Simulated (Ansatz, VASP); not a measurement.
Bi: VASP beside Ansatz

The input INCAR:

```
SYSTEM = Bi
PREC = Accurate
ENCUT = 520
EDIFF = 1E-7
ISMEAR = 0
SIGMA = 0.1
LREAL = .False.
LASPH = .True.
NELM = 100
ALGO = Fast
ISIF = 2
LWAVE = .False.
LCHARG = .True.
GGA = PE
LELF = .True.
LVHAR = .True.
NBANDS = 102
```

The input KPOINTS:

```
Automatic mesh
0
Gamma
  6 2 1
  0 0 0
```

Contents of POSCAR:

```
Bi
1.0
    3.2111568357      0.0000000000      0.0000000000
    0.0534644593      8.4127697153      0.0000000000
    0.0179293455      0.0825233456     16.3973409514
Bi
12
Direct
    0.0018713419      0.4350684004      0.0947325859
    0.9747351338      0.4654467265      0.5980436623
    0.9979142660      0.2272458948      0.2781730522
    0.9973458472      0.2698631624      0.7778095099
    0.0026541528      0.7301368376      0.2221904901
    0.0020857340      0.7727541052      0.7218269478
    0.9735649025      0.9621087795      0.9003289992
    0.9979452874      0.9315303303      0.4056104229
    0.9981286581      0.5649315996      0.9052674141
    0.0252648662      0.5345532735      0.4019563377
    0.0264350975      0.0378912205      0.0996710008
    0.0020547126      0.0684696697      0.5943895771
```

Input for Ansatz:

```yaml
crystal:
  lattice:
    - [3.2111568357, 0.0, 0.0]
    - [0.0534644593, 8.4127697153, 0.0]
    - [0.0179293455, 0.0825233456, 16.3973409514]
  atoms:
    - { symbol: Bi, position: [0.0018713419, 0.4350684004, 0.0947325859] }
    - { symbol: Bi, position: [0.9747351338, 0.4654467265, 0.5980436623] }
    - { symbol: Bi, position: [0.997914266, 0.2272458948, 0.2781730522] }
    - { symbol: Bi, position: [0.9973458472, 0.2698631624, 0.7778095099] }
    - { symbol: Bi, position: [0.0026541528, 0.7301368376, 0.2221904901] }
    - { symbol: Bi, position: [0.002085734, 0.7727541052, 0.7218269478] }
    - { symbol: Bi, position: [0.9735649025, 0.9621087795, 0.9003289992] }
    - { symbol: Bi, position: [0.9979452874, 0.9315303303, 0.4056104229] }
    - { symbol: Bi, position: [0.9981286581, 0.5649315996, 0.9052674141] }
    - { symbol: Bi, position: [0.0252648662, 0.5345532735, 0.4019563377] }
    - { symbol: Bi, position: [0.0264350975, 0.0378912205, 0.0996710008] }
    - { symbol: Bi, position: [0.0020547126, 0.0684696697, 0.5943895771] }
basis:
  ecutwfc: 420
kpoints:
  mp_grid: { grid: [6, 2, 1] }
hamiltonian:
  xc: pbe
scf:
  occupations: { method: gaussian, width: 0.1 }
  lower_state_search: "off"
output:
  forces: true
  stress: true
  eigenvalues: true
```

Change from the starting cell: the structure that the rattled cell fell into.

Alike in both runs: task single point; functional PBE; k mesh 6 × 2 × 1; occupations gaussian, width 0.1 eV; no spin polarisation.

|  | VASP | Ansatz |
| --- | --- | --- |
| version | VASP 6.6.1 | Ansatz 0.2.0 |
| potentials or method | VASP PAW PBE potentials, release 64 (Bi_d), cutoff 520 eV | scalar-relativistic, plane waves, PAW |
| valence electrons in the cell | 180 | 180 |

Ansatz gave:

| Property | Result |
| --- | --- |
| gap on the k mesh at the Fermi level (eV) | none |
| pressure (GPa) | 0.2 |
| traceless stress, the component that is largest in VASP (GPa) | -0.53 |
| rms of the force components (eV/Å) | 0.034 |

Question: Which values does VASP return?

Answer: gap on the k mesh at the Fermi level (eV): none; pressure (GPa): 0.1; traceless stress, the component that is largest in VASP (GPa): -0.53; rms of the force components (eV/Å): 0.035.

Atom by atom the forces differ by 0.001 eV/Å (rms over components). A gap of «none» marks a metal or a gap that the smearing closes.

The k mesh is coarse, so the values compare programs but aren't converged. Neither program's run includes spin-orbit coupling.
